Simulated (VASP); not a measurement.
The system is BeTe.

```
CELL_PARAMETERS angstrom
2.77000 2.77000 0.00000
-2.77000 2.77000 0.00000
0.00000 2.77000 2.77000
ATOMIC_POSITIONS crystal
Be 0.00000 0.00000 0.00000
Te 0.75000 0.25000 0.50000
```

```yaml
Program: VASP 6.6.1
Task: relaxation of cell and atoms
Functional: PBEsol
Potentials_or_basis: VASP PAW PBE potentials, release 64 (Be, Te)
Cutoff: 600 eV
k_mesh: 12 × 12 × 12
Occupations: fermi-dirac, width 0.05 eV
Spin: no spin polarisation
```

At the start: pressure 2.5 GPa; volume 21.25 Å³/atom.

Q: How do energy, volume and symmetry change on relaxing?

A: Over 3 steps the energy falls by 6.4 meV/atom and the volume is 22.09 Å³/atom (+4.0 %); space group F-43m (No. 216, to 0.1 Å) before and after.

Step by step:
| step | energy change (eV) | largest force (eV/Å) | pressure (GPa) | volume (Å³) |
| --- | --- | --- | --- | --- |
| 1 | 0.0000 | 0.0000 | 2.53 | 42.51 |
| 2 | -0.0121 | 0.0000 | -0.55 | 44.61 |
| 3 | -0.0129 | 0.0000 | 0.00 | 44.19 |

Final structure:
```cif
data_structure
_symmetry_space_group_name_H-M 'P 1'
_symmetry_Int_Tables_number 1
_cell_length_a 3.9684
_cell_length_b 3.9684
_cell_length_c 3.9684
_cell_angle_alpha 60.000
_cell_angle_beta 60.000
_cell_angle_gamma 90.000
_cell_volume 44.19
loop_
_atom_site_label
_atom_site_type_symbol
_atom_site_fract_x
_atom_site_fract_y
_atom_site_fract_z
_atom_site_occupancy
Be1 Be 0.00000 0.00000 0.00000 1
Te1 Te 0.75000 0.25000 0.50000 1
```

Caveat: the PAW data sets were made with another functional, which shifts forces and pressure a little.
